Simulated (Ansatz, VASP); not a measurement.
**Two plane-wave programs on BeCd2S3**

```
Be Cd S
1.0
     3.75197    0.00000    0.00000
     0.00000    3.75197    0.00000
     0.00000    0.00000    9.62878
Be Cd S
1 2 3
Direct
  0.50000 0.50000 0.50000
  0.00000 0.00000 0.00000
  0.50000 0.50000 0.00000
  0.00000 0.00000 0.26058
  0.00000 0.00000 0.73942
  0.00000 0.00000 0.50000
```

Alike in both runs: functional PBE; k mesh 4 × 4 × 2; occupations gaussian, width 0.1 eV; no spin polarisation.

Ansatz relaxed the structure, and its values are those at the end. VASP's run is a single point on that final structure, the one shown.

|  | VASP | Ansatz |
| --- | --- | --- |
| version | VASP 6.6.1 | Ansatz 0.2.0 |
| potentials or method | VASP PAW PBE potentials, release 64 (Be, Cd, S), cutoff 520 eV | scalar-relativistic, plane waves, PAW |
| valence electrons in the cell | 44 | 60 |

|  | VASP | Ansatz | Ansatz less VASP |
| --- | --- | --- | --- |
| gap on the k mesh at the Fermi level (eV) | none | none | - |
| pressure (GPa) | 0.3 | 0.0 | -0.28 |
| rms of the force components (eV/Å) | 0.023 | 0.005 | -0.0180 |

A gap of «none» marks a metal or a gap that the smearing closes. With one functional, cell and mesh, what is left measures potentials, basis and numerics. VASP's potentials hold 44 valence electrons a cell and Ansatz's 60, so a difference there can come from the potentials and not from the codes.

The k mesh is coarse, so the values compare programs but aren't converged.
